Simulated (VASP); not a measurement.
# Re: single point with PBE

The system is Re.

```xyz
2
Lattice="2.7608 0.0000 0.0000 -1.3804 2.3909 0.0000 0.0000 0.0000 4.4582" Properties=species:S:1:pos:R:3 pbc="T T T"
Re    1.4005    0.7550    3.4064
Re   -0.0082    1.5914    1.0882
```

```json
{
  "Program": "VASP 6.6.1",
  "Task": "single point",
  "Functional": "PBE",
  "Potentials or basis": "VASP PAW PBE potentials, release 64 (Re)",
  "Cutoff": "520 eV",
  "k mesh": "18 × 18 × 10",
  "Occupations": "gaussian, width 0.1 eV",
  "Spin": "no spin polarisation"
}
```

- Pressure: 7.0 GPa
- Largest force: 0.499 eV/Å
- Band gap on the k mesh: zero (bands 7 and 8 overlap by 3.24 eV)

Forces on the atoms (eV/Å):
```
Re  -0.150  0.208 -0.429
Re   0.150 -0.208  0.429
```

Stress tensor (GPa, compression positive):
```
 6.07  0.51  0.66
 0.51  7.20 -0.94
 0.66 -0.94  7.62
```

Levels at points of the mesh, in eV from the Fermi level:
```csv
k point,band 4,band 5,band 6,band 7,band 8,band 9,band 10,band 11
"(0.00, 0.00, 0.00)",-1.58,-1.53,-0.83,-0.74,0.16,0.46,0.74,3.22
"(0.50, 0.00, 0.00)",-1.91,-1.70,-1.34,-0.55,3.99,4.34,4.60,6.11
"(0.00, 0.50, 0.00)",-1.89,-1.78,-1.51,-0.57,3.95,4.34,4.63,6.19
"(0.50, 0.50, 0.00)",-1.97,-1.58,-1.09,-0.49,4.04,4.36,4.60,5.99
"(0.00, 0.00, 0.50)",-1.87,-1.75,-1.71,-1.70,-1.63,2.29,2.48,2.79
"(0.50, 0.00, 0.50)",-3.79,0.02,0.82,0.98,1.05,4.23,4.37,4.50
"(0.00, 0.50, 0.50)",-3.79,0.03,0.85,1.05,1.10,4.22,4.39,4.47
"(0.50, 0.50, 0.50)",-3.78,-0.01,0.82,0.86,0.90,4.26,4.38,4.53
```

Run time: 20 min on 1 thread of Intel Xeon 8259CL, on a shared host, peak memory 0.67 GiB.

Caveat: the cell stands under pressure; spin-orbit coupling is left out, which moves the levels of the heavy elements.
